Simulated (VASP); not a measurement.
Wanted: the native input for a VASP 6.6.1 run.

```
Task                   : single point
Functional             : r2SCAN
Potentials or basis    : VASP PAW PBE potentials, release 64 (Si)
Cutoff                 : 520 eV
k mesh                 : 24 × 24 × 24
Occupations            : gaussian, width 0.15 eV
Spin                   : no spin polarisation
Dipole correction      : no
Further INCAR settings : ALGO = Normal; EDIFF = 1e-06; NBANDS = 8
```

The system is Si.

```xyz
1
Lattice="2.7605 0.0000 0.0000 -1.3802 2.3906 0.0000 0.0000 0.0000 2.3691" Properties=species:S:1:pos:R:3 pbc="T T T"
Si    0.0000    0.0000    0.0000
```

This cell differs from its parent crystal: strain +0.050 along x and y, -0.050 along z.

One way to write it, as run:

POSCAR

```
Si
1.0
    2.7604509479      0.0000000000      0.0000000000
   -1.3802254740      2.3906206468      0.0000000000
    0.0000000000      0.0000000000      2.3691091189
Si
1
Direct
    0.0000000000      0.0000000000      0.0000000000
```

INCAR.step1

```
PREC = Accurate ; ENCUT = 520
ISMEAR = 0 ; SIGMA = 0.15
LREAL = False ; LASPH = True
NELM = 100 ; NBANDS = 8
GGA = PE ; ALGO = Normal
EDIFF = 1E-4 ; LWAVE = True
LCHARG = False
```

INCAR.step2

```
PREC = Accurate ; ENCUT = 520
EDIFF = 1E-6 ; ISMEAR = 0
SIGMA = 0.15 ; LREAL = False
LASPH = True ; NELM = 100
ALGO = Normal ; ISIF = 2
LWAVE = False ; LCHARG = True
METAGGA = R2SCAN ; LMIXTAU = True
LELF = True ; LVHAR = True
NBANDS = 8 ; ISTART = 1
```

KPOINTS

```
regular mesh
0
Gamma
  24 24 24
```

Potentials or basis: VASP PAW PBE potentials, release 64 (Si).

The run is started by

```bash
$ cat potpaw_PBE.64/Si/POTCAR > POTCAR
$ cp INCAR.step1 INCAR
$ mpirun -np 1 vasp_std > vasp.out
$ cp INCAR.step2 INCAR
$ mpirun -np 1 vasp_std > vasp.out
```

It gave:

```json
{
  "Pressure": "-2.4 GPa",
  "Band gap on the k mesh": "zero (bands 2 and 3 overlap by 13.08 eV)"
}
```

Caveat: the cell differs from its parent crystal (strain +0.050 along x and y, -0.050 along z); the stress differs along the axes, from -9 to 11 GPa; the PAW data sets were made with another functional, which shifts forces and pressure a little.

It took 3.3 min on 1 thread of Intel(R) Xeon(R) Platinum 8488C (Sapphire Rapids), with other jobs on the host, peak memory 0.19 GiB.
